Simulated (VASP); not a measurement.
# ZnO (P6_3mc) in VASP: a series of runs

The runs below take ZnO through single point, with LDA.

Everything below comes from runs of VASP 6.6.1. Logs are shortened: lines on timing, memory, paths and dates and some standing lists are left out, and cuts for length are marked.

## (1) The cell of the first run

It takes space group P6_3mc (No. 186, hexagonal). The conventional cell has a = 3.123 Å, b = 3.123 Å, c = 5.214 Å, α = 90.00°, β = 90.00°, γ = 120.00°. Within 2.5 Å of Zn (site symmetry 3m) lie 4 O at 1.91 to 1.97 Å. O (site symmetry 3m) has 4 Zn at 1.91 to 1.97 Å within 2.5 Å.

## (2) Single point, LDA (in-plane strain -0.02)

The input, INCAR:

```
PREC     = Accurate       # precision mode
ENCUT    = 520            # plane-wave cutoff, eV
EDIFF    = 1E-6           # SCF threshold, eV
ISMEAR   = 0              # smearing method
SIGMA    = 0.01           # smearing width, eV
LREAL    = F              # projectors in reciprocal space
LASPH    = T              # aspherical terms in the spheres
NELM     = 100            # most SCF steps
ALGO     = Normal         # electronic algorithm
ISIF     = 2              # what is computed and relaxed
LWAVE    = F              # write WAVECAR
LCHARG   = F              # write CHGCAR
NBANDS   = 26             # bands
```

The input, KPOINTS:

```
Automatic mesh
0
Gamma
  8 8 4
```

The input, POSCAR:

```
ZnO
1.0
    3.1234029347      0.0000000000      0.0000000000
   -1.5617014674      2.7049462877      0.0000000000
    0.0000000000      0.0000000000      5.2142340312
Zn O
2 2
Direct
    0.3333333333      0.6666666667      0.5002826654
    0.6666666667      0.3333333333      0.0002826654
    0.6666666667      0.3333333333      0.3787273346
    0.3333333333      0.6666666667      0.8787273346
```

Potentials or basis: VASP PAW LDA potentials, release 64 (Zn, O).

Command:

```sh
> cat potpaw_LDA.64/Zn/POTCAR potpaw_LDA.64/O/POTCAR > POTCAR
> mpirun -np 1 vasp_std > vasp.out
```

OUTCAR:

```text
PREC = Accurate
   ENCUT = 520
   EDIFF = 1E-6
   ISMEAR = 0
   LREAL = F
   LASPH = T
   NELM = 100
   ISIF = 2

 ion  position               nearest neighbor table
   1  0.333  0.667  0.500-   3 1.91   3 1.91   3 1.91   4 1.97
   2  0.667  0.333  0.000-   4 1.91   4 1.91   4 1.91   3 1.97
   3  0.667  0.333  0.379-   1 1.91   1 1.91   1 1.91   2 1.97
   4  0.333  0.667  0.879-   2 1.91   2 1.91   2 1.91   1 1.97

  LATTYP: Found a hexagonal cell.
 ALAT       =     3.1234029347
 C/A-ratio  =     1.6694080592

  Lattice vectors:

 A1 = (   3.1234029347,   0.0000000000,   0.0000000000)
 A2 = (  -1.5617014674,   2.7049462877,   0.0000000000)
 A3 = (   0.0000000000,   0.0000000000,   5.2142340312)

Analysis of symmetry for initial positions (statically):
=====================================================================
 Subroutine PRICEL returns:
 Original cell was already a primitive cell.

 Routine SETGRP: Setting up the symmetry group for a
 hexagonal supercell.

 Subroutine GETGRP returns: Found 12 space group operations
 (whereof  6 operations were pure point group operations)
 out of a pool of 24 trial point group operations.

The static configuration has the point symmetry C_3v.
 The point group associated with its full space group is C_6v.

Analysis of symmetry for dynamics (positions and initial velocities):
=====================================================================
 Subroutine PRICEL returns:
 Original cell was already a primitive cell.

 Routine SETGRP: Setting up the symmetry group for a
 hexagonal supercell.

 Subroutine GETGRP returns: Found 12 space group operations
 (whereof  6 operations were pure point group operations)
 out of a pool of 24 trial point group operations.

The dynamic configuration has the point symmetry C_3v.
 The point group associated with its full space group is C_6v.

 Subroutine INISYM returns: Found 12 space group operations
 (whereof  6 operations are pure point group operations),
 and found     1 'primitive' translations

----------------------------------------------------------------------------------------

                                     Primitive cell

  volume of cell :      44.0532

  direct lattice vectors                    reciprocal lattice vectors
     3.123402935  0.000000000  0.000000000     0.320163623  0.184846554  0.000000000
    -1.561701467  2.704946288  0.000000000     0.000000000  0.369693108  0.000000000
     0.000000000  0.000000000  5.214234031     0.000000000  0.000000000  0.191782723

  length of vectors
     3.123402935  3.123402935  5.214234031     0.369693108  0.369693108  0.191782723

  position of ions in fractional coordinates (direct lattice)
     0.333333333  0.666666667  0.500282665
     0.666666667  0.333333333  0.000282665
     0.666666667  0.333333333  0.378727335
     0.333333333  0.666666667  0.878727335

  ion indices of the primitive-cell ions
   primitive index   ion index
                 1           1
                 2           2
                 3           3
                 4           4

----------------------------------------------------------------------------------------

 KPOINTS: Automatic mesh

Automatic generation of k-mesh.
 Grid dimensions read from file:
 generate k-points for:    8    8    4

 Generating k-lattice:

  Cartesian coordinates                     Fractional coordinates (reciprocal lattice)
     0.040020453  0.023105819  0.000000000     0.125000000  0.000000000  0.000000000
     0.000000000  0.046211638  0.000000000     0.000000000  0.125000000  0.000000000
     0.000000000  0.000000000  0.047945681     0.000000000  0.000000000  0.250000000

  Length of vectors
     0.046211638  0.046211638  0.047945681

  Shift w.r.t. Gamma in fractional coordinates (k-lattice)
     0.000000000  0.000000000  0.000000000

 Subroutine IBZKPT returns following result:
 ===========================================

 Found     30 irreducible k-points:

 Following reciprocal coordinates:
            Coordinates               Weight
  0.000000  0.000000  0.000000      1.000000
  0.125000  0.000000  0.000000      6.000000
  0.250000  0.000000  0.000000      6.000000
  0.375000 -0.000000  0.000000      6.000000
  0.500000  0.000000  0.000000      3.000000
  0.125000  0.125000  0.000000      6.000000
[... 16 lines left out ...]
  0.250000  0.000000  0.500000      6.000000
  0.375000 -0.000000  0.500000      6.000000
 [... further k-points ...]
   k-points           NKPTS =     30   k-points in BZ     NKDIM =     30   number of bands    NBANDS=     26
   number of dos      NEDOS =    301   number of ions     NIONS =      4
   total plane-waves  NPLWV =  23040
   dimension x,y,z NGX =    24 NGY =   24 NGZ =   40
   dimension x,y,z NGXF=    48 NGYF=   48 NGZF=   80
   ions per type =               2   2
   NGX,Y,Z   is equivalent  to a cutoff of  12.77, 12.77, 12.75 a.u.
   NGXF,Y,Z  is equivalent  to a cutoff of  25.55, 25.55, 25.51 a.u.
[... 58 lines left out ...]

 E-fermi :   1.7501     XC(G=0): -11.8806

 val. band max:        1.6771451108   @ k =   0.0000   0.0000   0.0000
 cond. band min:       2.4699965120   @ k =   0.0000   0.0000   0.0000
 fundamental gap:      0.7928514012
 Fermi energy:         1.7501042075

 k-point     1 :       0.0000    0.0000    0.0000
  band No.  band energies     occupation
      1     -16.8460      2.00000
      2     -16.0145      2.00000
      3      -4.8029      2.00000
      4      -4.5823      2.00000
      5      -4.5823      2.00000
      6      -4.5289      2.00000
[... 18 lines left out ...]
     25      16.3853      0.00000
     26      16.3853      0.00000

 k-point     2 :       0.1250    0.0000    0.0000
  band No.  band energies     occupation
      1     -16.7382      2.00000
      2     -15.9605      2.00000
      3      -4.7353      2.00000
      4      -4.6115      2.00000
      5      -4.5246      2.00000
      6      -4.4794      2.00000
[... 18 lines left out ...]
     25      15.6380      0.00000
     26      16.5568      0.00000

 k-point     3 :       0.2500    0.0000    0.0000
  band No.  band energies     occupation
      1     -16.4590      2.00000
      2     -15.8361      2.00000
      3      -4.9428      2.00000
      4      -4.5405      2.00000
      5      -4.3986      2.00000
      6      -4.2893      2.00000
[... 18 lines left out ...]
     25      15.5060      0.00000
     26      16.3535      0.00000

 k-point     4 :       0.3750   -0.0000    0.0000
  band No.  band energies     occupation
      1     -16.1366      2.00000
      2     -15.7357      2.00000
      3      -5.0234      2.00000
      4      -4.6599      2.00000
      5      -4.3037      2.00000
      6      -4.0308      2.00000
[... 18 lines left out ...]
     25      15.3023      0.00000
     26      16.3917      0.00000

 k-point     5 :       0.5000    0.0000    0.0000
  band No.  band energies     occupation
      1     -15.9715      2.00000
      2     -15.7195      2.00000
      3      -4.9176      2.00000
      4      -4.8117      2.00000
      5      -4.2761      2.00000
      6      -3.8659      2.00000
[... 18 lines left out ...]
     25      15.1042      0.00000
     26      16.5332      0.00000

 k-point     6 :       0.1250    0.1250    0.0000
  band No.  band energies     occupation
      1     -16.5443      2.00000
      2     -15.8712      2.00000
      3      -4.8240      2.00000
      4      -4.6090      2.00000
      5      -4.3920      2.00000
      6      -4.3918      2.00000
[... 427 lines left out ...]
 k-point    21 :       0.0000    0.0000    0.5000
  band No.  band energies     occupation
      1     -16.4463      2.00000
      2     -16.4463      2.00000
      3      -4.8598      2.00000
      4      -4.8598      2.00000
      5      -4.5040      2.00000
      6      -4.5040      2.00000
[... 18 lines left out ...]
     25      15.3775      0.00000
     26      15.3775      0.00000

 k-point    22 :       0.1250    0.0000    0.5000
  band No.  band energies     occupation
      1     -16.3615      2.00000
      2     -16.3615      2.00000
      3      -4.9128      2.00000
      4      -4.9128      2.00000
      5      -4.4521      2.00000
      6      -4.4521      2.00000
[... 18 lines left out ...]
     25      15.5114      0.00000
     26      15.5114      0.00000

 k-point    23 :       0.2500    0.0000    0.5000
  band No.  band energies     occupation
      1     -16.1509      2.00000
      2     -16.1509      2.00000
      3      -5.0356      2.00000
      4      -5.0356      2.00000
      5      -4.2836      2.00000
      6      -4.2836      2.00000
[... 18 lines left out ...]
     25      15.7261      0.00000
     26      15.7261      0.00000

 k-point    24 :       0.3750   -0.0000    0.5000
  band No.  band energies     occupation
      1     -15.9305      2.00000
      2     -15.9305      2.00000
      3      -5.1156      2.00000
      4      -5.1156      2.00000
      5      -4.0945      2.00000
      6      -4.0945      2.00000
[... 18 lines left out ...]
     25      15.8044      0.00000
     26      15.8044      0.00000

 [... further k-points ...]
[... 5 lines left out ...]
  --------------------------------------------------------------------------------------
  -------------------------------------------------------------------------------------
  Total        2.6409173      2.6409173      0.1115522     -0.0000000      0.0000000      0.0000000
  in kB       96.0479730     96.0479730      4.0570610     -0.0000000      0.0000000      0.0000000
  external PRESSURE =      65.3843357 kB  Pullay stress =       0.0000000 kB

 VOLUME and BASIS-vectors are now :
 -----------------------------------------------------------------------------
  energy-cutoff  :      520.00
  volume of cell :       44.05
      direct lattice vectors                 reciprocal lattice vectors
     3.123402935  0.000000000  0.000000000     0.320163623  0.184846554  0.000000000
    -1.561701467  2.704946288  0.000000000     0.000000000  0.369693108  0.000000000
     0.000000000  0.000000000  5.214234031     0.000000000  0.000000000  0.191782723

 POSITION                                       TOTAL-FORCE (eV/Angst)
 -----------------------------------------------------------------------------------
     -0.00000      1.80330      2.60859        -0.000000      0.000000      0.364336
      1.56170      0.90165      0.00147         0.000000     -0.000000      0.364336
      1.56170      0.90165      1.97477        -0.000000      0.000000     -0.364336
     -0.00000      1.80330      4.58189        -0.000000      0.000000     -0.364336
 -----------------------------------------------------------------------------------
    total drift:                                0.000000      0.000000     -0.000062

  FREE ENERGIE OF THE ION-ELECTRON SYSTEM (eV)
  ---------------------------------------------------
  free  energy   TOTEN  =       -21.0973833946 eV

  energy  without entropy=      -21.0973833946  energy(sigma->0) =      -21.09738339
```

It took 19 s on 1 thread of AMD EPYC 7R13 (Zen 3), shared host; peak memory 0.12 GiB.

What came out:

```
Free energy            : -21.0974 eV
Pressure               : 6.5 GPa
Largest force          : 0.364 eV/Å
Band gap on the k mesh : 0.79 eV, direct
```

Forces on the atoms (eV/Å):
```
Zn   0.000  0.000  0.364
Zn   0.000  0.000  0.364
O    0.000  0.000 -0.364
O    0.000  0.000 -0.364
```

Levels at points of the mesh, in eV from the valence-band top:
| k point | band 14 | band 15 | band 16 | band 17 | band 18 | band 19 | band 20 | band 21 | band 22 | band 23 |
| --- | --- | --- | --- | --- | --- | --- | --- | --- | --- | --- |
| (0.00, 0.00, 0.00) | -0.81 | -0.81 | -0.21 | 0.00 | 0.00 | 0.79 | 5.49 | 7.96 | 13.39 | 13.39 |
| (0.50, 0.00, 0.00) | -3.96 | -3.13 | -2.46 | -1.52 | -0.99 | 6.01 | 6.83 | 7.24 | 9.07 | 10.45 |
| (0.00, 0.00, 0.50) | -2.48 | -0.41 | -0.41 | -0.41 | -0.41 | 3.50 | 3.50 | 9.89 | 9.89 | 13.70 |
| (0.50, 0.00, 0.50) | -4.08 | -1.69 | -1.69 | -1.69 | -1.69 | 5.60 | 5.60 | 8.75 | 8.75 | 11.29 |

Caveat: the cell differs from its parent crystal (in-plane strain -0.02).

## (3) Single point, LDA (in-plane strain -0.02, then relaxed in part)

The input, INCAR:

```
PREC = Accurate ; ENCUT = 520
EDIFF = 1E-6 ; ISMEAR = 0
SIGMA = 0.01 ; LREAL = F
LASPH = T ; NELM = 80
ALGO = Normal ; ISIF = 2
LWAVE = F ; LCHARG = F
NBANDS = 26
```

KPOINTS is that of step 2.

The input, POSCAR:

```
ZnO
1.0
    3.1234029347      0.0000000000      0.0000000000
   -1.5617014674      2.7049462877      0.0000000000
    0.0000000000      0.0000000000      5.2561863019
Zn O
2 2
Direct
    0.3333333333      0.6666666667      0.5055715830
    0.6666666667      0.3333333333      0.0055715830
    0.6666666667      0.3333333333      0.3734384170
    0.3333333333      0.6666666667      0.8734384170
```

Potentials or basis: VASP PAW LDA potentials, release 64 (Zn, O).

Command:

```sh
> cat potpaw_LDA.64/Zn/POTCAR potpaw_LDA.64/O/POTCAR > POTCAR
> mpirun -np 1 vasp_std > vasp.out
```

It took 20 s on 1 thread of AMD EPYC 7R13 (Zen 3), shared host; peak memory 0.12 GiB.

Results (log left out):

| Item | Value |
| --- | --- |
| Free energy | -21.1214 eV |
| Pressure | 4.5 GPa |
| Largest force | 0.010 eV/Å |
| Band gap on the k mesh | 0.78 eV, direct |

Forces in eV/Å, atoms in the order of the input:
```
Zn   0.000  0.000  0.010
Zn   0.000  0.000  0.010
O    0.000  0.000 -0.010
O    0.000  0.000 -0.010
```

Stress tensor (GPa, compression positive):
```
6.05 0.00 0.00
0.00 6.05 0.00
0.00 0.00 1.33
```

Levels at points of the mesh, in eV from the valence-band top:
```tsv
k point	band 14	band 15	band 16	band 17	band 18	band 19	band 20	band 21	band 22	band 23
(0.00, 0.00, 0.00)	-0.88	-0.88	-0.15	0.00	0.00	0.78	5.56	7.93	13.36	13.47
(0.50, 0.00, 0.00)	-3.72	-3.13	-2.43	-1.57	-0.84	5.98	6.83	7.14	9.07	10.53
(0.00, 0.00, 0.50)	-2.49	-0.44	-0.44	-0.44	-0.44	3.48	3.48	9.93	9.93	13.79
(0.50, 0.00, 0.50)	-3.99	-1.72	-1.72	-1.59	-1.59	5.57	5.57	8.70	8.70	11.44
```

Caveat: the cell differs from its parent crystal (in-plane strain -0.02, then relaxed in part).

## (4) Single point, LDA (film at in-plane strain -0.02)

The input, INCAR:

```
ALGO = Normal
EDIFF = 1E-6
ENCUT = 520
GGA = CA
ISIF = 2
ISMEAR = 0
LASPH = T
LCHARG = T
LELF = T
LREAL = F
LVHAR = T
LWAVE = F
NBANDS = 26
NELM = 80
PREC = Accurate
SIGMA = 0.01
```

The input, KPOINTS:

```
k-points
0
Gamma
  8 8 4
```

POSCAR, as its differences from that of step 3:

```diff
@@ -4,3 +4,3 @@
    -1.5617014674      2.7049462877      0.0000000000
-    0.0000000000      0.0000000000      5.2561863019
+    0.0000000000      0.0000000000      5.2561863020
 Zn O
```

Command:

```sh
> cat potpaw_LDA.64/Zn/POTCAR potpaw_LDA.64/O/POTCAR > POTCAR
> mpirun -np 1 vasp_std > vasp.out
```

Run time: 24 s. Hardware: 1 thread of AMD EPYC 7R13 (Zen 3), shared host; peak memory 0.12 GiB.

Results (log left out):

- Free energy: -21.1214 eV
- Pressure: 4.5 GPa
- Largest force: 0.010 eV/Å
- Band gap on the k mesh: 0.78 eV, direct

Forces in eV/Å, atoms in the order of the input:
```
Zn   0.000  0.000  0.010
Zn   0.000  0.000  0.010
O    0.000  0.000 -0.010
O    0.000  0.000 -0.010
```

Stress tensor (GPa, compression positive):
```
6.05 0.00 0.00
0.00 6.05 0.00
0.00 0.00 1.33
```

Levels at points of the mesh, in eV from the valence-band top:
```csv
k point,band 16,band 17,band 18,band 19,band 20,band 21
"(0.00, 0.00, 0.00)",-0.15,0.00,0.00,0.78,5.56,7.93
"(0.50, 0.00, 0.00)",-2.43,-1.57,-0.84,5.98,6.83,7.14
"(0.00, 0.00, 0.50)",-0.44,-0.44,-0.44,3.48,3.48,9.93
"(0.50, 0.00, 0.50)",-1.72,-1.59,-1.59,5.57,5.57,8.70
```

Caveat: the cell differs from its parent crystal (film at in-plane strain -0.02).

## (5) Single point, LDA (in-plane strain -0.01, then relaxed in part)

The input, INCAR:

```
ALGO     = Normal         # electronic algorithm
EDIFF    = 1E-6           # SCF threshold, eV
ENCUT    = 520            # plane-wave cutoff, eV
GGA      = CA             # functional
ISIF     = 2              # what is computed and relaxed
ISMEAR   = 0              # smearing method
LASPH    = True           # aspherical terms in the spheres
LCHARG   = False          # write CHGCAR
LREAL    = False          # projectors in reciprocal space
LWAVE    = False          # write WAVECAR
NBANDS   = 26             # bands
NELM     = 100            # most SCF steps
PREC     = Accurate       # precision mode
SIGMA    = 0.01           # smearing width, eV
```

KPOINTS is that of step 4.

The input, POSCAR:

```
ZnO
1.0
    3.1552743932      0.0000000000      0.0000000000
   -1.5776371966      2.7325477805      0.0000000000
    0.0000000000      0.0000000000      5.2047246764
Zn O
2 2
Direct
    0.3333333333      0.6666666667      0.5029492769
    0.6666666667      0.3333333333      0.0029492769
    0.6666666667      0.3333333333      0.3760607231
    0.3333333333      0.6666666667      0.8760607231
```

Command:

```sh
> cat potpaw_LDA.64/Zn/POTCAR potpaw_LDA.64/O/POTCAR > POTCAR
> mpirun -np 1 vasp_std > vasp.out
```

It took 26 s on 1 thread of AMD EPYC 7R13 (Zen 3), shared host; peak memory 0.12 GiB.

Results (log left out):

| Property | Result |
| --- | --- |
| Free energy | -21.1455 eV |
| Pressure | 2.8 GPa |
| Largest force | 0.006 eV/Å |
| Band gap on the k mesh | 0.80 eV, direct |

Forces in eV/Å, atoms in the order of the input:
```
Zn   0.000  0.000  0.006
Zn   0.000  0.000  0.006
O    0.000  0.000 -0.006
O    0.000  0.000 -0.006
```

Stress tensor (GPa, compression positive):
```
3.56 0.00 0.00
0.00 3.56 0.00
0.00 0.00 1.21
```

Levels at points of the mesh, in eV from the valence-band top:
```csv
k point,band 15,band 16,band 17,band 18,band 19,band 20,band 21,band 22
"(0.00, 0.00, 0.00)",-0.87,-0.12,0.00,0.00,0.80,5.42,8.06,13.21
"(0.50, 0.00, 0.00)",-3.08,-2.44,-1.48,-0.88,5.93,6.80,7.29,8.89
"(0.00, 0.00, 0.50)",-0.43,-0.43,-0.43,-0.43,3.49,3.49,9.98,9.98
"(0.50, 0.00, 0.50)",-1.61,-1.61,-1.61,-1.61,5.61,5.61,8.64,8.64
```

Caveat: the cell differs from its parent crystal (in-plane strain -0.01, then relaxed in part).

## (6) Overview

| cell | gap on the mesh (eV) | pressure (GPa) | largest force (eV/Å) |
| --- | --- | --- | --- |
| a = 3.123, b = 3.123, c = 5.214 Å, angles 90.0, 90.0, 120.0°, 4 atoms | 0.79 | 6.5 | 0.36 |
| a = 3.123, b = 3.123, c = 5.256 Å, angles 90.0, 90.0, 120.0°, 4 atoms | 0.78 | 4.5 | 0.01 |
| a = 3.155, b = 3.155, c = 5.205 Å, angles 90.0, 90.0, 120.0°, 4 atoms | 0.80 | 2.8 | 0.01 |

Alike in all rows: task single point; level LDA; potentials or basis VASP PAW LDA potentials, release 64 (Zn, O); no spin polarisation; k mesh 8 × 8 × 4; cutoff (eV) 520; smearing gaussian 0.01 eV.

Total energies depend on the potentials used, so only differences within one code and one set of settings carry meaning.
